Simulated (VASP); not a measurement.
# PbSe (Cmcm) in VASP: notebook

Runs on PbSe. Level: PBEsol. Tasks: single point.

Program: VASP 6.6.1. These are calculated values, not measurements. Logs are shortened: lines on timing, memory, paths and dates and some standing lists are left out, and cuts for length are marked.

**1. The cell of the first run**

The structure is orthorhombic, space group Cmcm (No. 63). The conventional cell has a = 4.130 Å, b = 11.756 Å, c = 4.265 Å, α = 90.00°, β = 90.00°, γ = 90.00°. Pb (site symmetry m2m) has 5 Se at 2.70 to 2.97 Å within 3.6 Å. Se (site symmetry m2m) has 5 Pb at 2.70 to 2.97 Å within 3.6 Å.

**2. Single point, PBEsol**

Input file INCAR:

```
ALGO = Normal ; EDIFF = 1E-7
ENCUT = 520 ; GGA = PS
ISIF = 2 ; ISMEAR = 0
LASPH = T ; LCHARG = F
LREAL = F ; LWAVE = F
NBANDS = 28 ; NELM = 80
PREC = Accurate ; SIGMA = 0.01
```

Input file KPOINTS:

```
k-points
0
Gamma
  6 6 4
```

Input file POSCAR:

```
PbSe
1.0
    2.0649836966     -5.8780634270      0.0000000000
    2.0649836966      5.8780634270      0.0000000000
    0.0000000000      0.0000000000      4.2648366530
Pb Se
2 2
Direct
    0.6317607300      0.3682392700      0.7500000000
    0.3682392700      0.6317607300      0.2500000000
    0.8612899600      0.1387100400      0.7500000000
    0.1387100400      0.8612899600      0.2500000000
```

Potentials or basis: VASP PAW PBE potentials, release 64 (Pb_d, Se).

Started as:

```bash
$ cat potpaw_PBE.64/Pb_d/POTCAR potpaw_PBE.64/Se/POTCAR > POTCAR
$ mpirun -np 1 vasp_std > vasp.out
```

OUTCAR:

```text
EDIFF = 1E-7
   ENCUT = 520
   GGA = PS
   ISIF = 2
   ISMEAR = 0
   LASPH = T
   LREAL = F
   NELM = 80
   PREC = Accurate

 ion  position               nearest neighbor table
   1  0.632  0.368  0.750-   3 2.70   4 2.97   4 2.97   4 2.97   4 2.97   2 3.76   2 3.76   2 4.07
                             2 4.07   2 4.07   2 4.07
   2  0.368  0.632  0.250-   4 2.70   3 2.97   3 2.97   3 2.97   3 2.97   1 3.76   1 3.76   1 4.07
                             1 4.07   1 4.07   1 4.07
   3  0.861  0.139  0.750-   1 2.70   2 2.97   2 2.97   2 2.97   2 2.97
   4  0.139  0.861  0.250-   2 2.70   1 2.97   1 2.97   1 2.97   1 2.97

  LATTYP: Found a base centered orthorhombic cell.
 ALAT       =     4.1299673932
 B/A-ratio  =     2.8465422931
 C/A-ratio  =     1.0326562529

  Lattice vectors:

 A1 = (   2.0649836966,  -5.8780634270,   0.0000000000)
 A2 = (   2.0649836966,   5.8780634270,   0.0000000000)
 A3 = (   0.0000000000,   0.0000000000,   4.2648366530)

Analysis of symmetry for initial positions (statically):
=====================================================================
 Subroutine PRICEL returns:
 Original cell was already a primitive cell.

 Routine SETGRP: Setting up the symmetry group for a
 base centered orthorhombic supercell.

 Subroutine GETGRP returns: Found  8 space group operations
 (whereof  4 operations were pure point group operations)
 out of a pool of  8 trial point group operations.

The static configuration has the point symmetry C_2h.
 The point group associated with its full space group is D_2h.

Analysis of symmetry for dynamics (positions and initial velocities):
=====================================================================
 Subroutine PRICEL returns:
 Original cell was already a primitive cell.

 Routine SETGRP: Setting up the symmetry group for a
 base centered orthorhombic supercell.

 Subroutine GETGRP returns: Found  8 space group operations
 (whereof  4 operations were pure point group operations)
 out of a pool of  8 trial point group operations.

The dynamic configuration has the point symmetry C_2h.
 The point group associated with its full space group is D_2h.

 Subroutine INISYM returns: Found  8 space group operations
 (whereof  4 operations are pure point group operations),
 and found     1 'primitive' translations

----------------------------------------------------------------------------------------

                                     Primitive cell

  volume of cell :     103.5341
[... 93 lines left out ...]
   EDIFF  = 0.1E-06   stopping-criterion for ELM
   LREAL  =      F    real-space projection
   EDIFFG = 0.1E-05   stopping-criterion for IOM
   NSW    =      0    number of steps for IOM
   IBRION =     -1    ionic relax: 0-MD 1-quasi-New 2-CG
   NFREE  =      0    steps in history (QN), initial steepest desc. (CG)
   ISIF   =      2    stress and relaxation
   ISYM   =      2    0-nonsym 1-usesym 2-fastsym
   POTIM  = 0.5000    time-step for ionic-motion
   TEBEG  =    0.0;   TEEND  =   0.0 temperature during run
   PSTRESS=    0.0 pullay stress
   NELECT =      40.0000    total number of electrons
   NUPDOWN=      -1.0000    fix difference up-down
   EMIN   =  10.00;   EMAX   =-10.00  energy-range for DOS
   EFERMI =   0.00;   METHOD = LEGACY
   ISMEAR =     0;   SIGMA  =   0.01  broadening in eV -4-tet -1-fermi 0-gaus
   EFERMI_NEDOS =   21; number of points for ismear=-14 and -15
   IALGO  =     38    algorithm
   IMIX   =      4    mixing-type and parameters
     AMIX     =   0.40;   BMIX     =  1.00
     AMIX_MAG =   1.60;   BMIX_MAG =  1.00
  volume/ion in A,a.u.               =      25.88       174.67
  Fermi-wavevector in a.u.,A,eV,Ry     =   1.192341  2.253197 19.343084  1.421677
  Thomas-Fermi vector in A             =   2.328381
   LORBIT       =      0    0 simple, 1 ext, 2 COOP (PROOUT), +10 PAW based schemes
   GGA     = PS    functional components
   LHFCALC =     F    Hartree Fock is set to
   AEXX    =    0.0000 exact exchange contribution
   IVDW    =     0    specifies the selected vdW correction
   LEPSILON=     F    determine dielectric tensor
   LRPA    =     F    only Hartree local field effects (RPA)
 non-spin polarized calculation
 Gauss-broadening in eV      SIGMA  =   0.01
  energy-cutoff  :      520.00
  volume of cell :      103.53
 maximum number of plane-waves:      2812
 NGX is ok and might be reduce to    48
   NGX = 23   NGY = 23   NGZ = 15

 number of electron      40.0000004 magnetization

 Free energy of the ion-electron system (eV)
  ---------------------------------------------------
  ext. energy  EPLUGINS =         0.00000000
  ---------------------------------------------------
  free energy    TOTEN  =       -17.48681913 eV

  energy without entropy =      -17.48681913  energy(sigma->0) =      -17.48681913

 E-fermi :   5.7191     XC(G=0): -10.2093

 val. band max:        5.5985395421   @ k =   0.0000   0.0000   0.5000
 cond. band min:       6.5568646404   @ k =   0.5000   0.5000   0.0000
 fundamental gap:      0.9583250982
 Fermi energy:         5.7191315868

 k-point     1 :       0.0000    0.0000    0.0000
  band No.  band energies     occupation
      1     -11.0428      2.00000
      2     -10.8545      2.00000
      3     -10.8432      2.00000
      4     -10.8340      2.00000
      5     -10.8076      2.00000
      6     -10.8023      2.00000
[... 733 lines left out ...]
     27      12.4719      0.00000
     28      13.4172      0.00000

 [... further k-points ...]

------------------------ aborting loop because EDIFF is reached ----------------------------------------

  FORCE on cell =-STRESS in cart. coord.  units (eV):
  Direction    XX          YY          ZZ          XY          YZ          ZX
  --------------------------------------------------------------------------------------
  -------------------------------------------------------------------------------------
  Total        3.7679971      3.7335986      3.6590316      0.0000000     -0.0000000      0.0000000
  in kB       58.3093024     57.7769905     56.6230754      0.0000000     -0.0000000      0.0000000
  external PRESSURE =      57.5697894 kB  Pullay stress =       0.0000000 kB

 VOLUME and BASIS-vectors are now :
 -----------------------------------------------------------------------------
  energy-cutoff  :      520.00
  volume of cell :      103.53
      direct lattice vectors                 reciprocal lattice vectors
     2.064983697 -5.878063427  0.000000000     0.242132662 -0.085062029  0.000000000
     2.064983697  5.878063427  0.000000000     0.242132662  0.085062029  0.000000000
     0.000000000  0.000000000  4.264836653     0.000000000  0.000000000  0.234475569

 POSITION                                       TOTAL-FORCE (eV/Angst)
 -----------------------------------------------------------------------------------
      2.06498     -1.54900      3.19863         0.000000      0.744345      0.000000
      2.06498      1.54900      1.06621         0.000000     -0.744345      0.000000
      2.06498     -4.24737      3.19863         0.000000     -0.612455      0.000000
      2.06498      4.24737      1.06621         0.000000      0.612455     -0.000000
 -----------------------------------------------------------------------------------
    total drift:                                0.000000     -0.000000     -0.000000

  FREE ENERGIE OF THE ION-ELECTRON SYSTEM (eV)
  ---------------------------------------------------
  free  energy   TOTEN  =       -17.4868191322 eV

  energy  without entropy=      -17.4868191322  energy(sigma->0) =      -17.48681913
```

OSZICAR:

```text
N       E                     dE             d eps       ncg     rms          rms(c)
DAV:   1     0.413286649668E+03    0.41329E+03   -0.19061E+04  2184   0.154E+03
DAV:   2     0.256826891305E+02   -0.38760E+03   -0.37599E+03  2196   0.403E+02
DAV:   3    -0.161537719669E+02   -0.41836E+02   -0.40860E+02  2832   0.150E+02
DAV:   4    -0.178825193251E+02   -0.17287E+01   -0.17229E+01  2616   0.317E+01
DAV:   5    -0.179402133827E+02   -0.57694E-01   -0.57689E-01  2828   0.614E+00    0.436E+00
DAV:   6    -0.175029425154E+02    0.43727E+00   -0.87208E-01  3028   0.749E+00    0.258E+00
DAV:   7    -0.174891277837E+02    0.13815E-01   -0.29732E-01  3196   0.257E+00    0.124E+00
DAV:   8    -0.174886334569E+02    0.49433E-03   -0.42574E-02  3152   0.185E+00    0.167E-01
DAV:   9    -0.174867577827E+02    0.18757E-02   -0.89954E-03  3012   0.879E-01    0.406E-02
DAV:  10    -0.174868177600E+02   -0.59977E-04   -0.68640E-04  2388   0.135E-01    0.255E-02
DAV:  11    -0.174868192295E+02   -0.14695E-05   -0.63206E-05  3380   0.598E-02    0.111E-02
DAV:  12    -0.174868191689E+02    0.60523E-07   -0.38307E-06  2676   0.146E-02    0.321E-03
DAV:  13    -0.174868191322E+02    0.36748E-07   -0.43041E-07  2052   0.598E-03
   1 F= -.17486819E+02 E0= -.17486819E+02  d E =-.545849E-67
```

Wall time 53 s (1 thread of Intel Xeon 6975P-C (Granite Rapids), shared host); peak memory 0.3 GiB.

Results:

- Free energy: -17.4868 eV
- Pressure: 5.8 GPa
- Largest force: 0.744 eV/Å
- Band gap on the k mesh: 0.96 eV (least direct gap 1.38 eV)

Forces in eV/Å, atoms in the order of the input:
```
Pb   0.000  0.744  0.000
Pb   0.000 -0.744  0.000
Se   0.000 -0.612  0.000
Se   0.000  0.612  0.000
```

Levels at points of the mesh, in eV from the valence-band top:
```tsv
k point	band 18	band 19	band 20	band 21	band 22	band 23
(0.00, 0.00, 0.00)	-2.06	-1.74	-0.60	4.06	4.57	4.94
(0.50, 0.00, 0.00)	-1.29	-0.48	-0.38	1.47	1.49	1.68
(0.50, 0.50, 0.00)	-2.02	-1.51	-0.81	0.96	4.12	4.48
(0.00, 0.00, 0.50)	-1.22	0.00	0.00	1.38	1.38	2.20
(0.50, 0.00, 0.50)	-3.83	-1.64	-1.64	3.07	3.07	5.88
(0.50, 0.50, 0.50)	-1.28	-0.57	-0.57	1.48	1.48	2.80
```

Caveat: the cell stands under pressure; the PAW data sets were made with another functional, which shifts forces and pressure a little; spin-orbit coupling is left out, which moves the levels of the heavy elements.

**3. Single point, PBEsol**

This run uses another cell than the first one, of 28.24 Å³/atom.

Input file INCAR:

```
SYSTEM = PbSe
ALGO     = Normal         ! electronic algorithm
EDIFF    = 1E-6           ! SCF threshold, eV
ENCUT    = 520            ! plane-wave cutoff, eV
GGA      = PS             ! functional
ISIF     = 2              ! what is computed and relaxed
ISMEAR   = 0              ! smearing method
LASPH    = .True.         ! aspherical terms in the spheres
LCHARG   = .True.         ! write CHGCAR
LELF     = .True.         ! ELF
LREAL    = .False.        ! projectors in reciprocal space
LVHAR    = .True.       
LWAVE    = .False.        ! write WAVECAR
NBANDS   = 28             ! bands
NELM     = 80             ! most SCF steps
PREC     = Accurate       ! precision mode
SIGMA    = 0.01           ! smearing width, eV
```

Input file KPOINTS:

```
k-points
0
Gamma
  6 6 4
  0 0 0
```

Input file POSCAR:

```
PbSe
1.0
    2.1257530660     -6.0510460072      0.0000000000
    2.1257530660      6.0510460072      0.0000000000
    0.0000000000      0.0000000000      4.3903443916
Pb Se
2 2
Direct
    0.6317607300      0.3682392700      0.7500000000
    0.3682392700      0.6317607300      0.2500000000
    0.8612899600      0.1387100400      0.7500000000
    0.1387100400      0.8612899600      0.2500000000
```

Potentials or basis: VASP PAW PBE potentials, release 64 (Pb_d, Se).

Started as:

```bash
$ cat potpaw_PBE.64/Pb_d/POTCAR potpaw_PBE.64/Se/POTCAR > POTCAR
$ mpirun -np 1 vasp_std > vasp.out
```

OUTCAR:

```text
SYSTEM = PbSe
   EDIFF = 1E-6
   ENCUT = 520
   GGA = PS
   ISIF = 2
   ISMEAR = 0
   LASPH = .True.
   LREAL = .False.
   NELM = 80
   PREC = Accurate

 ion  position               nearest neighbor table
   1  0.632  0.368  0.750-   3 2.78   4 3.06   4 3.06   4 3.06   4 3.06   2 3.87   2 3.87
   2  0.368  0.632  0.250-   4 2.78   3 3.06   3 3.06   3 3.06   3 3.06   1 3.87   1 3.87
   3  0.861  0.139  0.750-   1 2.78   2 3.06   2 3.06   2 3.06   2 3.06
   4  0.139  0.861  0.250-   2 2.78   1 3.06   1 3.06   1 3.06   1 3.06

  LATTYP: Found a base centered orthorhombic cell.
 ALAT       =     4.2515061320
 B/A-ratio  =     2.8465422932
 C/A-ratio  =     1.0326562529

  Lattice vectors:

 A1 = (   2.1257530660,  -6.0510460072,   0.0000000000)
 A2 = (   2.1257530660,   6.0510460072,   0.0000000000)
 A3 = (   0.0000000000,   0.0000000000,   4.3903443916)

Analysis of symmetry for initial positions (statically):
=====================================================================
 Subroutine PRICEL returns:
 Original cell was already a primitive cell.

 Routine SETGRP: Setting up the symmetry group for a
 base centered orthorhombic supercell.

[... 172 lines left out ...]
 E-fermi :   4.5973     XC(G=0):  -9.7997

 val. band max:        4.5313007052   @ k =   0.0000   0.0000   0.5000
 cond. band min:       5.6242500055   @ k =   0.5000   0.5000   0.0000
 fundamental gap:      1.0929493002
 Fermi energy:         4.5972601228

 k-point     1 :       0.0000    0.0000    0.0000
  band No.  band energies     occupation
      1     -11.8869      2.00000
      2     -11.7725      2.00000
      3     -11.7655      2.00000
      4     -11.7614      2.00000
      5     -11.7394      2.00000
      6     -11.7354      2.00000
[... 733 lines left out ...]
     27      11.4428      0.00000
     28      12.0881      0.00000

 [... further k-points ...]

------------------------ aborting loop because EDIFF is reached ----------------------------------------

  FORCE on cell =-STRESS in cart. coord.  units (eV):
  Direction    XX          YY          ZZ          XY          YZ          ZX
  --------------------------------------------------------------------------------------
  -------------------------------------------------------------------------------------
  Total        0.0921134      0.2762914      0.0102208      0.0000000      0.0000000      0.0000000
  in kB        1.3066563      3.9192784      0.1449858      0.0000000      0.0000000      0.0000000
  external PRESSURE =       1.7903068 kB  Pullay stress =       0.0000000 kB

 VOLUME and BASIS-vectors are now :
 -----------------------------------------------------------------------------
  energy-cutoff  :      520.00
  volume of cell :      112.95
      direct lattice vectors                 reciprocal lattice vectors
     2.125753066 -6.051046007  0.000000000     0.235210763 -0.082630342  0.000000000
     2.125753066  6.051046007  0.000000000     0.235210763  0.082630342  0.000000000
     0.000000000  0.000000000  4.390344392     0.000000000  0.000000000  0.227772564

 POSITION                                       TOTAL-FORCE (eV/Angst)
 -----------------------------------------------------------------------------------
      2.12575     -1.59458      3.29276         0.000000      0.200635      0.000000
      2.12575      1.59458      1.09759         0.000000     -0.200635      0.000000
      2.12575     -4.37236      3.29276         0.000000     -0.199474     -0.000000
      2.12575      4.37236      1.09759         0.000000      0.199474      0.000000
 -----------------------------------------------------------------------------------
    total drift:                                0.000000     -0.000000     -0.000000

  FREE ENERGIE OF THE ION-ELECTRON SYSTEM (eV)
  ---------------------------------------------------
  free  energy   TOTEN  =       -17.6517080024 eV

  energy  without entropy=      -17.6517080024  energy(sigma->0) =      -17.65170800
```

Run time: 48 s. Hardware: 1 thread of Intel Xeon 6975P-C (Granite Rapids), shared host; peak memory 0.33 GiB.

What came out:

```
Free energy            : -17.6517 eV
Pressure               : 0.2 GPa
Largest force          : 0.201 eV/Å
Band gap on the k mesh : 1.09 eV (least direct gap 1.47 eV)
```

Forces in eV/Å, atoms in the order of the input:
```
Pb   0.000  0.201  0.000
Pb   0.000 -0.201  0.000
Se   0.000 -0.199  0.000
Se   0.000  0.199  0.000
```

Stress tensor (GPa, compression positive):
```
0.13 0.00 0.00
0.00 0.39 0.00
0.00 0.00 0.01
```

Caveat: the PAW data sets were made with another functional, which shifts forces and pressure a little; spin-orbit coupling is left out, which moves the levels of the heavy elements. A k mesh can miss the band edges.
